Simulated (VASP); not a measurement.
# Sr2PbSe3 (Cmmm) in VASP: settings compared, part 2 of 2

VASP 6.6.1.

## 3. Single point, r2SCAN+rVV10

This run uses another cell than the first one, of 33.53 Å³/atom.

POSCAR reads:

```
Sr2PbSe3
1.0
    3.0737421418     -7.1907881692      0.0000000000
    3.0737421418      7.1907881692      0.0000000000
    0.0000000000      0.0000000000      4.5510747906
Sr Pb Se
2 1 3
Direct
    0.6447996084      0.3552003916      0.5000000000
    0.3552003916      0.6447996084      0.5000000000
    0.0000000000      0.0000000000      0.0000000000
    0.1460635294      0.8539364706      0.5000000000
    0.8539364706      0.1460635294      0.5000000000
    0.5000000000      0.5000000000      0.0000000000
```

INCAR.step1 reads:

```
ALGO = Normal
EDIFF = 1E-4
ENCUT = 520
GGA = PE
ISMEAR = -1
LASPH = T
LCHARG = F
LREAL = F
LWAVE = T
NBANDS = 35
NELM = 60
PREC = Accurate
SIGMA = 0.03
```

INCAR.step2 reads:

```
ALGO = Normal
BPARAM = 11.95
CPARAM = 0.0093
EDIFF = 1E-6
ENCUT = 520
ISIF = 2
ISMEAR = -1
ISTART = 1
IVDW_NL = 2
LASPH = T
LCHARG = F
LMIXTAU = T
LREAL = F
LUSE_VDW = T
LWAVE = F
METAGGA = R2SCAN
NBANDS = 35
NELM = 60
PREC = Accurate
SIGMA = 0.03
```

KPOINTS reads:

```
k-points
0
Gamma
  4 4 6
```

Potentials or basis: VASP PAW PBE potentials, release 64 (Sr_sv, Pb_d, Se).

Run with:

```bash
$ cat potpaw_PBE.64/Sr_sv/POTCAR potpaw_PBE.64/Pb_d/POTCAR potpaw_PBE.64/Se/POTCAR > POTCAR
$ cp INCAR.step1 INCAR
$ mpirun -np 1 vasp_std > vasp.out
$ cp INCAR.step2 INCAR
$ mpirun -np 1 vasp_std > vasp.out
```

OUTCAR:

```text
BPARAM = 11.95
   EDIFF = 1E-6
   ENCUT = 520
   ISIF = 2
   ISMEAR = -1
   ISTART = 1
   IVDW_NL = 2
   LASPH = T
   LREAL = F
   METAGGA = R2SCAN
   NELM = 60
   PREC = Accurate

 ion  position               nearest neighbor table
   1  0.645  0.355  0.500-   5 3.01   4 3.07   4 3.07   6 3.08   6 3.08   2 4.16   2 4.31   2 4.31
                             3 4.35   3 4.35   3 4.35   3 4.35
   2  0.355  0.645  0.500-   4 3.01   5 3.07   5 3.07   6 3.08   6 3.08   1 4.16   1 4.31   1 4.31
                             3 4.35   3 4.35   3 4.35   3 4.35
   3  0.000  0.000  0.000-   6 3.07   6 3.07   4 3.10   4 3.10   5 3.10   5 3.10   2 4.35   2 4.35
                             1 4.35   1 4.35   1 4.35   2 4.35   2 4.35   1 4.35
   4  0.146  0.854  0.500-   2 3.01   1 3.07   1 3.07   3 3.10   3 3.10
   5  0.854  0.146  0.500-   1 3.01   2 3.07   2 3.07   3 3.10   3 3.10
   6  0.500  0.500  0.000-   3 3.07   3 3.07   1 3.08   1 3.08   2 3.08   2 3.08

  LATTYP: Found a base centered orthorhombic cell.
 ALAT       =     6.1474842836
 B/A-ratio  =     2.3394246614
 C/A-ratio  =     0.7403149940

  Lattice vectors:
[... 192 lines left out ...]
 cond. band min:       4.0468388054   @ k =   0.5000   0.0000   0.5000
 fundamental gap:      2.2155260231
 Fermi energy:         2.4765606549

 k-point     1 :       0.0000    0.0000    0.0000
  band No.  band energies     occupation
      1     -33.9662      2.00000
      2     -33.9569      2.00000
      3     -15.5149      2.00000
      4     -15.4569      2.00000
      5     -15.4306      2.00000
      6     -15.3679      2.00000
[... 901 lines left out ...]
     34       7.7214      0.00000
     35       7.7920      0.00000

 [... further k-points ...]

------------------------ aborting loop because EDIFF is reached ----------------------------------------

  FORCE on cell =-STRESS in cart. coord.  units (eV):
  Direction    XX          YY          ZZ          XY          YZ          ZX
  --------------------------------------------------------------------------------------
  -------------------------------------------------------------------------------------
  Total        0.2164418      0.2235615      0.1309857      0.0000000      0.0000000      0.0000000
  in kB        1.7237088      1.7804089      1.0431495      0.0000000      0.0000000      0.0000000
  external PRESSURE =       1.5157557 kB  Pullay stress =       0.0000000 kB

 VOLUME and BASIS-vectors are now :
 -----------------------------------------------------------------------------
  energy-cutoff  :      520.00
  volume of cell :      201.18
      direct lattice vectors                 reciprocal lattice vectors
     3.073742142 -7.190788169  0.000000000     0.162668167 -0.069533407  0.000000000
     3.073742142  7.190788169  0.000000000     0.162668167  0.069533407  0.000000000
     0.000000000  0.000000000  4.551074791     0.000000000  0.000000000  0.219728316

 POSITION                                       TOTAL-FORCE (eV/Angst)
 -----------------------------------------------------------------------------------
      3.07374     -2.08245      2.27554         0.000000     -0.009649      0.000000
      3.07374      2.08245      2.27554         0.000000      0.009649      0.000000
      0.00000      0.00000      0.00000         0.000000     -0.000000      0.000000
      3.07374      5.09016      2.27554         0.000000      0.011984     -0.000000
      3.07374     -5.09016      2.27554         0.000000     -0.011984      0.000000
      3.07374      0.00000      0.00000        -0.000000      0.000000      0.000000
 -----------------------------------------------------------------------------------
    total drift:                                0.000000      0.000000     -0.000000

  FREE ENERGIE OF THE ION-ELECTRON SYSTEM (eV)
  ---------------------------------------------------
  free  energy   TOTEN  =      -137.9138086040 eV

  energy  without entropy=     -137.9138086040  energy(sigma->0) =     -137.91380860
```

OSZICAR.step1:

```text
N       E                     dE             d eps       ncg     rms          rms(c)
DAV:   1     0.432521899654E+03    0.43252E+03   -0.22912E+04  1960   0.134E+03
DAV:   2     0.233823004411E+02   -0.40914E+03   -0.39241E+03  2160   0.336E+02
DAV:   3    -0.244848926560E+02   -0.47867E+02   -0.47352E+02  2861   0.112E+02
DAV:   4    -0.271182553371E+02   -0.26334E+01   -0.26238E+01  3120   0.262E+01
DAV:   5    -0.272522731662E+02   -0.13402E+00   -0.13397E+00  3056   0.397E+00    0.226E+01
DAV:   6    -0.259995845833E+02    0.12527E+01   -0.24241E+00  2808   0.751E+00    0.140E+01
DAV:   7    -0.259565540709E+02    0.43031E-01   -0.15147E+00  2632   0.501E+00    0.224E+00
DAV:   8    -0.259327455146E+02    0.23809E-01   -0.29659E-01  2789   0.300E+00    0.482E-01
DAV:   9    -0.259369577391E+02   -0.42122E-02   -0.22000E-02  2784   0.736E-01    0.239E-01
DAV:  10    -0.259387732857E+02   -0.18155E-02   -0.21570E-03  2741   0.203E-01    0.117E-01
DAV:  11    -0.259399442527E+02   -0.11710E-02   -0.12866E-03  2160   0.155E-01    0.510E-02
DAV:  12    -0.259400759049E+02   -0.13165E-03   -0.14918E-04  2061   0.470E-02    0.265E-02
DAV:  13    -0.259401261659E+02   -0.50261E-04   -0.78688E-05  1616   0.382E-02
   1 F= -.25940126E+02 E0= -.25940126E+02  d E =-.182974E-10
```

It took 13 min on 1 thread of AMD EPYC 9R45 (Zen 5), shared host; peak memory 0.93 GiB.

Results:

```
Free energy            : -137.9138 eV
Pressure               : 0.2 GPa
Largest force          : 0.012 eV/Å
Band gap on the k mesh : 2.22 eV (least direct gap 2.43 eV)
```

Forces in eV/Å, atoms in the order of the input:
```
Sr   0.000 -0.010  0.000
Sr   0.000  0.010  0.000
Pb   0.000  0.000  0.000
Se   0.000  0.012  0.000
Se   0.000 -0.012  0.000
Se   0.000  0.000  0.000
```

Levels at points of the mesh, in eV from the valence-band top:
| k point | band 24 | band 25 | band 26 | band 27 | band 28 | band 29 |
| --- | --- | --- | --- | --- | --- | --- |
| (0.00, 0.00, 0.00) | -0.96 | -0.52 | -0.41 | 2.34 | 3.39 | 3.70 |
| (0.50, 0.00, 0.00) | -1.08 | -0.60 | -0.23 | 2.25 | 2.68 | 3.09 |
| (0.50, 0.50, 0.00) | -0.81 | -0.60 | -0.60 | 2.72 | 3.17 | 3.71 |
| (0.00, 0.00, 0.50) | -0.88 | -0.82 | -0.69 | 2.89 | 4.13 | 4.22 |
| (0.50, 0.00, 0.50) | -0.95 | -0.88 | -0.21 | 2.22 | 3.48 | 3.73 |
| (0.50, 0.50, 0.50) | -1.15 | -0.65 | -0.21 | 2.91 | 3.16 | 3.74 |

Caveat: the PAW data sets were made with another functional, which shifts forces and pressure a little; spin-orbit coupling is left out, which moves the levels of the heavy elements. A k mesh can miss the band edges.

## 4. Relaxation of cell and atoms, PBEsol

This run uses another cell than the first one, of 35.10 Å³/atom.

INCAR reads:

```
SYSTEM = Sr2PbSe3
ALGO = Normal
EDIFF = 1E-7
EDIFFG = -0.01
ENCUT = 600
GGA = PS
IBRION = 2
ISIF = 3
ISMEAR = -1
LASPH = .TRUE.
LCHARG = .FALSE.
LREAL = .FALSE.
LWAVE = .FALSE.
NELM = 100
NSW = 100
PREC = Accurate
SIGMA = 0.03
```

KPOINTS reads:

```
k-points
0
G
  4 4 4
  0 0 0
```

POSCAR reads:

```
Sr2PbSe3
1.0
    3.1615354800     -6.6887966200      0.0000000000
    3.1615354800      6.6887966200      0.0000000000
    0.0000000000      0.0000000000      4.9788582000
Sr Pb Se
2 1 3
Direct
    0.6549724600      0.3450275400      0.5000000000
    0.3450275400      0.6549724600      0.5000000000
    0.0000000000      0.0000000000      0.0000000000
    0.1453886500      0.8546113500      0.5000000000
    0.8546113500      0.1453886500      0.5000000000
    0.5000000000      0.5000000000      0.0000000000
```

Run with:

```bash
$ cat potpaw_PBE.64/Sr_sv/POTCAR potpaw_PBE.64/Pb_d/POTCAR potpaw_PBE.64/Se/POTCAR > POTCAR
$ mpirun -np 1 vasp_std > vasp.out
```

Run time: 30 min. Hardware: 1 thread of Intel Xeon Platinum 8488C (Sapphire Rapids), shared host; peak memory 0.49 GiB.

Results (log left out):

```yaml
Free_energy: -27.6736 eV
Relaxed_volume: 33.03 Å³/atom
Relaxed_cell: a = 7.763 Å, b = 7.763 Å, c = 4.547 Å, α = 90.00°, β = 90.00°, γ = 133.68°
Space_group_after_relaxing_to_0.1_Å: Cmmm (No. 65)
Energy_gained_by_relaxing: 127.0 meV/atom
Ionic_steps: 15
Pressure_after_relaxing: 0.0 GPa
Largest_force_after_relaxing: 0.006 eV/Å
Band_gap_on_the_k_mesh: 1.83 eV (least direct gap 2.05 eV)
```

Forces in eV/Å, atoms in the order of the input:
```
Sr   0.000 -0.006  0.000
Sr   0.000  0.006  0.000
Pb   0.000  0.000  0.000
Se   0.000 -0.005  0.000
Se   0.000  0.005  0.000
Se   0.000  0.000  0.000
```

Step by step:
```tsv
step	energy change (eV)	largest force (eV/Å)	pressure (GPa)	volume (Å³)
1	0.0000	2.1736	-0.26	210.57
2	-0.6637	0.2694	-1.36	208.18
3	-0.6672	0.2848	-1.32	207.92
4	-0.7226	0.3493	0.17	199.18
5	-0.7231	0.3571	0.33	198.35
6	-0.7412	0.2829	0.14	198.61
7	-0.7464	0.2104	-0.01	198.84
8	-0.7587	0.0691	-0.10	198.97
9	-0.7610	0.0199	-0.15	199.06
10	-0.7615	0.0148	0.10	197.84
11	-0.7616	0.0130	0.03	198.20
12	-0.7618	0.0145	0.01	198.20
13	-0.7618	0.0161	-0.01	198.20
14	-0.7618	0.0158	0.00	198.20
15	-0.7618	0.0064	0.00	198.18
```

Final structure:
```yaml
crystal:
  lattice:
    - [3.05344, -7.13749, 0.00000]
    - [3.05344, 7.13749, 0.00000]
    - [0.00000, 0.00000, 4.54679]
  atoms:
    - { symbol: Sr, position: [0.64450, 0.35550, 0.50000] }
    - { symbol: Sr, position: [0.35550, 0.64450, 0.50000] }
    - { symbol: Pb, position: [0.00000, 0.00000, 0.00000] }
    - { symbol: Se, position: [0.14569, 0.85431, 0.50000] }
    - { symbol: Se, position: [0.85431, 0.14569, 0.50000] }
    - { symbol: Se, position: [0.50000, 0.50000, 0.00000] }
```

Levels at points of the mesh, in eV from the valence-band top:
```tsv
k point	band 24	band 25	band 26	band 27	band 28	band 29
(0.00, 0.00, 0.00)	-0.91	-0.46	-0.39	2.06	2.96	3.12
(0.50, 0.00, 0.00)	-1.05	-0.59	-0.26	1.89	2.28	2.71
(0.50, 0.50, 0.00)	-0.76	-0.65	-0.58	2.39	2.84	3.26
(0.00, 0.00, 0.50)	-0.85	-0.80	-0.65	2.51	3.69	3.83
(0.50, 0.00, 0.50)	-0.90	-0.85	-0.22	1.83	3.18	3.31
(0.50, 0.50, 0.50)	-1.13	-0.59	-0.19	2.40	2.90	3.37
```

Caveat: the PAW data sets were made with another functional, which shifts forces and pressure a little; spin-orbit coupling is left out, which moves the levels of the heavy elements. A k mesh can miss the band edges.

## 5. The runs side by side

| task | level | cell | k mesh | cutoff (eV) | gap on the mesh (eV) | pressure (GPa) | largest force (eV/Å) |
| --- | --- | --- | --- | --- | --- | --- | --- |
| single point | PBEsol | a = 7.755, b = 7.755, c = 4.542 Å, angles 90.0, 90.0, 133.7°, 6 atoms, atomic positions A | 4 × 4 × 4 | 520 | 1.84 | 0.1 | 0.01 |
| single point | r2SCAN+rVV10 | a = 7.820, b = 7.820, c = 4.551 Å, angles 90.0, 90.0, 133.7°, 6 atoms, atomic positions B | 4 × 4 × 6 | 520 | 2.22 | 0.2 | 0.01 |
| relaxation of cell and atoms | PBEsol | relaxed from a = 7.398, b = 7.398, c = 4.979 Å, angles 90.0, 90.0, 129.4°, 6 atoms, atomic positions C | 4 × 4 × 4 | 600 | 1.83 | 0.0 | 0.01 |

Alike in all rows: potentials or basis VASP PAW PBE potentials, release 64 (Sr_sv, Pb_d, Se); no spin polarisation; smearing fermi-dirac 0.03 eV.

Caveats: the PAW data sets were made with another functional, which shifts forces and pressure a little; spin-orbit coupling is left out, which moves the levels of the heavy elements.

Total energies depend on the potentials used, so only differences within one code and one set of settings carry meaning.
